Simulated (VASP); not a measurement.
Si4BW: single point with PBE

Crystal: Si4BW.

```
Si B W
1.0
     4.40449    0.00000    0.00000
    -2.20224    3.81440    0.00000
     0.00000    0.00000    4.74028
Si B W
4 1 1
Direct
  0.33333 0.66667 0.25061
  0.33333 0.66667 0.74939
  0.66667 0.33333 0.74939
  0.66667 0.33333 0.25061
  0.00000 0.00000 0.50000
  0.00000 0.00000 0.00000
```

The cell was built from a structure type or drawn by symmetry, and may not be a known phase.

```
Program             : VASP 6.6.1
Task                : single point
Functional          : PBE
Potentials or basis : VASP PAW PBE potentials, release 64 (Si, B, W_sv)
Cutoff              : 520 eV
k mesh              : 12 × 12 × 8
Occupations         : gaussian, width 0.1 eV
Spin                : no spin polarisation
```

The pressure is -0.1 GPa, the largest force is 0.005 eV/Å and the band gap on the k mesh is zero (an odd number of electrons rules out a gap without spin polarisation).

Forces in eV/Å, atoms in the order of the input:
```
Si   0.000  0.000  0.005
Si   0.000  0.000 -0.005
Si   0.000  0.000 -0.005
Si   0.000  0.000  0.005
B    0.000  0.000  0.000
W    0.000  0.000  0.000
```

Levels at points of the mesh, in eV from the Fermi level:
| k point | band 14 | band 15 | band 16 | band 17 | band 18 | band 19 |
| --- | --- | --- | --- | --- | --- | --- |
| (0.00, 0.00, 0.00) | -2.20 | -2.20 | -1.50 | -0.24 | -0.24 | 0.45 |
| (0.50, 0.00, 0.00) | -2.59 | -1.69 | -0.40 | 0.13 | 1.85 | 1.99 |
| (0.00, 0.00, 0.50) | -3.26 | -3.25 | -3.25 | 0.00 | 0.01 | 0.01 |
| (0.50, 0.00, 0.50) | -1.55 | -1.45 | 0.85 | 1.03 | 1.22 | 2.25 |

Run time: 120 s on 1 thread of Intel(R) Xeon(R) 6975P-C (Granite Rapids) (shared host), peak memory 0.33 GiB.

Caveat: spin-orbit coupling is left out, which moves the levels of the heavy elements.
